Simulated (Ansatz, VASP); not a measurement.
# One calculation of Ir, two programs

INCAR

```
PREC = Accurate
ENCUT = 600
EDIFF = 1E-6
ISMEAR = -1
SIGMA = 0.1
LREAL = F
LASPH = T
NELM = 60
ALGO = Normal
ISIF = 3
LWAVE = F
LCHARG = F
GGA = RP
IBRION = 2
NSW = 80
EDIFFG = -0.01
```

File KPOINTS:

```
Automatic mesh
0
Gamma
  9 9 12
```

The input POSCAR:

```
Ir
1.0
    4.3081096287      0.0000000000      0.0000000000
   -2.1540548143      3.7309323807      0.0000000000
    0.0000000000      0.0000000000      2.6408712024
Ir
3
Direct
    0.0000000000      0.0000000000      0.0000000000
    0.3333333333      0.6666666667      0.5000000000
    0.6666666667      0.3333333333      0.5000000000
```

Input for Ansatz:

```yaml
crystal:
  lattice:
    - [4.3081096287, 0.0, 0.0]
    - [-2.1540548143, 3.7309323807, 0.0]
    - [0.0, 0.0, 2.6408712024]
  atoms:
    - { symbol: Ir, position: [0.0, 0.0, 0.0] }
    - { symbol: Ir, position: [0.3333333333, 0.6666666667, 0.5] }
    - { symbol: Ir, position: [0.6666666667, 0.3333333333, 0.5] }
hamiltonian:
  xc: rpbe
  pseudopotentials:
    kind: paw
    azcp:
      Ir: "pseudopotentials/Ir.paw.azcp"
basis:
  ecutwfc: 420
  fft_grid_basis: typed
kpoints:
  mp_grid: { grid: [9, 9, 12], shift: [0, 0, 0] }
magnetization:
  spin_polarized: false
scf:
  occupations: { method: fermi_dirac, width: 0.1 }
relax:
  max_steps: 60
  f_tol: 0.01
  cell: {}
output:
  write_density: true
  write_potential: true
  elf: true
  volumetric_format: npy
```

Alike in both runs: task relaxation of cell and atoms; functional RPBE; k mesh 9 × 9 × 12; occupations fermi-dirac, width 0.1 eV; no spin polarisation.

```csv
,VASP,Ansatz
version,VASP 6.6.1,Ansatz 0.2.0
potentials or method,"VASP PAW PBE potentials, release 64 (Ir), cutoff 600 eV","plane waves (420 eV) with PAW, scalar-relativistic"
valence electrons in the cell,27,51
```

```tsv
	VASP	Ansatz	Ansatz less VASP
relaxed volume (Å³/atom)	15.18	15.16	-0.015
relaxed cell length with the largest relative difference (Å)	4.399	4.397	-0.0024
```

VASP's potentials were made for PBE, not for RPBE. VASP's potentials hold 27 valence electrons a cell and Ansatz's 51, so a difference there can come from the potentials and not from the codes.

Neither program's run includes spin-orbit coupling.
